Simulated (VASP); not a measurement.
# KBr (Immm) in VASP: single point with PBE

Aim: the single point of KBr with PBE.

Program: VASP 6.6.1. These are calculated values, not measurements. Logs are shortened: lines on timing, memory, paths and dates and some standing lists are left out, and cuts for length are marked.

## Step 1: The cell of the first run

The structure is orthorhombic, space group Immm (No. 71). The conventional cell has a = 4.482 Å, b = 4.831 Å, c = 6.585 Å, α = 90.00°, β = 90.00°, γ = 90.00°. K (site symmetry mmm) has 6 Br at 3.29 Å within 4.3 Å. Br (site symmetry mmm) has 6 K at 3.29 Å within 4.3 Å.

## Step 2: Single point, PBE (strain +0.0750 x Voigt [0, 0, 0, 1, 0, 0])

INCAR reads:

```
SYSTEM = KBr
PREC = Accurate
ENCUT = 520
EDIFF = 1E-7
ISMEAR = 0
SIGMA = 0.05
LREAL = .False.
LASPH = .True.
NELM = 100
ALGO = Normal
ISIF = 2
LWAVE = .False.
LCHARG = .False.
GGA = PE
NBANDS = 15
```

KPOINTS reads:

```
regular mesh
0
Gamma
  6 6 6
  0 0 0
```

POSCAR reads:

```
KBr
1.0
    0.0000000000      3.4159687500      3.4159687500
    3.2925000000      0.1234687500      3.2925000000
    3.2925000000      3.2925000000      0.1234687500
K Br
1 1
Direct
    0.0000000000      0.0000000000      0.0000000000
    0.5000000000      0.5000000000      0.5000000000
```

Potentials or basis: VASP PAW PBE potentials, release 64 (K_sv, Br).

Launch:

```
$ cat potpaw_PBE.64/K_sv/POTCAR potpaw_PBE.64/Br/POTCAR > POTCAR
$ mpirun -np 1 vasp_std > vasp.out
```

OUTCAR:

```text
SYSTEM = KBr
   PREC = Accurate
   ENCUT = 520
   EDIFF = 1E-7
   ISMEAR = 0
   LREAL = .False.
   LASPH = .True.
   NELM = 100
   ISIF = 2
   GGA = PE

 ion  position               nearest neighbor table
   1  0.000  0.000  0.000-   2 3.29   2 3.29   2 3.29   2 3.29   2 3.29   2 3.29
   2  0.500  0.500  0.500-   1 3.29   1 3.29   1 3.29   1 3.29   1 3.29   1 3.29

  LATTYP: Found a body centered orthorhombic cell.
 ALAT       =     4.4816869733
 B/A-ratio  =     1.0779220779
 C/A-ratio  =     1.4693127921

  Lattice vectors:

 A1 = (  -3.2925000000,   3.2925000000,   0.1234687500)
 A2 = (  -3.2925000000,  -3.2925000000,  -0.1234687500)
 A3 = (   3.2925000000,   0.1234687500,   3.2925000000)

Analysis of symmetry for initial positions (statically):
=====================================================================
 Subroutine PRICEL returns:
 Original cell was already a primitive cell.

 Routine SETGRP: Setting up the symmetry group for a
 body centered orthorhombic supercell.

 Subroutine GETGRP returns: Found  8 space group operations
 (whereof  8 operations were pure point group operations)
 out of a pool of  8 trial point group operations.

The static configuration has the point symmetry D_2h.

Analysis of symmetry for dynamics (positions and initial velocities):
=====================================================================
 Subroutine PRICEL returns:
 Original cell was already a primitive cell.

 Routine SETGRP: Setting up the symmetry group for a
 body centered orthorhombic supercell.

 Subroutine GETGRP returns: Found  8 space group operations
 (whereof  8 operations were pure point group operations)
 out of a pool of  8 trial point group operations.

The dynamic configuration has the point symmetry D_2h.

 Subroutine INISYM returns: Found  8 space group operations
 (whereof  8 operations are pure point group operations),
 and found     1 'primitive' translations

----------------------------------------------------------------------------------------

                                     Primitive cell

  volume of cell :      71.2847

  direct lattice vectors                    reciprocal lattice vectors
     0.000000000  3.415968750  3.415968750    -0.151860289  0.146371362  0.146371362
     3.292500000  0.123468750  3.292500000     0.151860289 -0.157776923  0.157776923
     3.292500000  3.292500000  0.123468750     0.151860289  0.157776923 -0.157776923

  length of vectors
     4.830909335  4.657934846  4.657934846     0.256730790  0.269904913  0.269904913

[... 90 lines left out ...]
   PSTRESS=    0.0 pullay stress
   NELECT =      16.0000    total number of electrons
   NUPDOWN=      -1.0000    fix difference up-down
   EMIN   =  10.00;   EMAX   =-10.00  energy-range for DOS
   EFERMI =   0.00;   METHOD = LEGACY
   ISMEAR =     0;   SIGMA  =   0.05  broadening in eV -4-tet -1-fermi 0-gaus
   EFERMI_NEDOS =   21; number of points for ismear=-14 and -15
   IALGO  =     38    algorithm
   IMIX   =      4    mixing-type and parameters
     AMIX     =   0.40;   BMIX     =  1.00
     AMIX_MAG =   1.60;   BMIX_MAG =  1.00
  volume/ion in A,a.u.               =      35.64       240.53
  Fermi-wavevector in a.u.,A,eV,Ry     =   0.994908  1.880103 13.467607  0.989841
  Thomas-Fermi vector in A             =   2.126891
   LORBIT       =      0    0 simple, 1 ext, 2 COOP (PROOUT), +10 PAW based schemes
   GGA     = PE    functional components
   LHFCALC =     F    Hartree Fock is set to
   AEXX    =    0.0000 exact exchange contribution
   IVDW    =     0    specifies the selected vdW correction
   LEPSILON=     F    determine dielectric tensor
   LRPA    =     F    only Hartree local field effects (RPA)
 non-spin polarized calculation
 Gauss-broadening in eV      SIGMA  =   0.05
  energy-cutoff  :      520.00
  volume of cell :       71.28
 maximum number of plane-waves:      1953
   NGX = 17   NGY = 17   NGZ = 17

 number of electron      16.0000002 magnetization

 Free energy of the ion-electron system (eV)
  ---------------------------------------------------
  ext. energy  EPLUGINS =         0.00000000
  ---------------------------------------------------
  free energy    TOTEN  =        -6.20579012 eV

  energy without entropy =       -6.20579012  energy(sigma->0) =       -6.20579012

 E-fermi :  -1.2804     XC(G=0):  -7.4050

 val. band max:       -1.6067991382   @ k =   0.0000   0.0000   0.0000
 cond. band min:       2.7392083383   @ k =   0.0000   0.0000   0.0000
 fundamental gap:      4.3460074765
 Fermi energy:        -1.2803589135

 k-point     1 :       0.0000    0.0000    0.0000
  band No.  band energies     occupation
      1     -29.4823      2.00000
      2     -14.0022      2.00000
      3     -12.9625      2.00000
      4     -12.9594      2.00000
      5     -12.9557      2.00000
      6      -1.7751      2.00000
      7      -1.7060      2.00000
      8      -1.6068      2.00000
      9       2.7392      0.00000
     10       5.6126      0.00000
     11       5.9116      0.00000
     12       6.2073      0.00000
     13       6.7324      0.00000
     14       6.7635      0.00000
[... 401 lines left out ...]
      2     -14.1376      2.00000
      3     -12.9789      2.00000
      4     -12.9758      2.00000
      5     -12.7550      2.00000
      6      -2.7647      2.00000
      7      -2.1274      2.00000
      8      -1.8990      2.00000
      9       5.1168      0.00000
     10       5.9170      0.00000
     11       7.5181      0.00000
     12       7.8314      0.00000
     13       8.2689      0.00000
     14       8.5403      0.00000
     15       9.3101      0.00000

 [... further k-points ...]

------------------------ aborting loop because EDIFF is reached ----------------------------------------

  FORCE on cell =-STRESS in cart. coord.  units (eV):
  Direction    XX          YY          ZZ          XY          YZ          ZX
  --------------------------------------------------------------------------------------
  -------------------------------------------------------------------------------------
  Total        0.3737235      0.3903007      0.3903007      0.0000000     -0.1667412      0.0000000
  in kB        8.3997204      8.7723042      8.7723042      0.0000000     -3.7476351      0.0000000
  external PRESSURE =       8.6481096 kB  Pullay stress =       0.0000000 kB

 VOLUME and BASIS-vectors are now :
 -----------------------------------------------------------------------------
  energy-cutoff  :      520.00
  volume of cell :       71.28
      direct lattice vectors                 reciprocal lattice vectors
     0.000000000  3.415968750  3.415968750    -0.151860289  0.146371362  0.146371362
     3.292500000  0.123468750  3.292500000     0.151860289 -0.157776923  0.157776923
     3.292500000  3.292500000  0.123468750     0.151860289  0.157776923 -0.157776923

 POSITION                                       TOTAL-FORCE (eV/Angst)
 -----------------------------------------------------------------------------------
      0.00000      0.00000      0.00000        -0.000000     -0.000000     -0.000000
      3.29250      3.41597      3.41597         0.000000      0.000000      0.000000
 -----------------------------------------------------------------------------------
    total drift:                                0.000000      0.000000      0.000000

  FREE ENERGIE OF THE ION-ELECTRON SYSTEM (eV)
  ---------------------------------------------------
  free  energy   TOTEN  =        -6.2057901150 eV

  energy  without entropy=       -6.2057901150  energy(sigma->0) =       -6.20579012
```

It took 35 s on 1 thread of AMD EPYC 9R45 (Zen 5), shared host; peak memory 0.2 GiB.

What came out:

| Property | Result |
| --- | --- |
| Free energy | -6.2058 eV |
| Pressure | 0.9 GPa |
| Band gap on the k mesh | 4.35 eV, direct |

Caveat: the cell differs from its parent crystal (strain +0.0750 x Voigt [0, 0, 0, 1, 0, 0]).
